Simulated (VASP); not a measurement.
A run of VASP 6.6.1:

INCAR

```
SYSTEM = Y3Zr2F
PREC = Accurate ; ENCUT = 520
EDIFF = 1E-6 ; ISMEAR = 0
SIGMA = 0.1 ; LREAL = .False.
LASPH = .True. ; NELM = 100
ALGO = Normal ; ISIF = 2
LWAVE = .False. ; LCHARG = .False.
GGA = PE ; NBANDS = 41
```

File KPOINTS:

```
Automatic mesh
0
Gamma
  6 6 4
  0 0 0
```

POSCAR

```
Y3Zr2F
1.0
    6.8946605694      0.0000000000      0.0000000000
   -3.4473302847      5.9709512035      0.0000000000
    0.0000000000      0.0000000000      4.7472376566
Y Zr F
3 2 1
Direct
    0.0000000000      0.5000000000      0.5000000000
    0.5000000000      0.0000000000      0.5000000000
    0.5000000000      0.5000000000      0.5000000000
    0.3333333333      0.6666666667      0.0000000000
    0.6666666667      0.3333333333      0.0000000000
    0.0000000000      0.0000000000      0.0000000000
```

Potentials or basis: VASP PAW PBE potentials, release 64 (Y_sv, Zr_sv, F).

The run is started by

```bash
$ cat potpaw_PBE.64/Y_sv/POTCAR potpaw_PBE.64/Zr_sv/POTCAR potpaw_PBE.64/F/POTCAR > POTCAR
$ mpirun -np 1 vasp_std > vasp.out
```

Hardware: 1 thread of Oxide Virtual Turin-like Processor, with other jobs on the host.

Estimate the wall time of this run.

It took 4.7 min on 1 thread of Oxide Virtual Turin-like Processor (shared host), peak memory 0.38 GiB. Counts: scf iterations 15, k points 21.
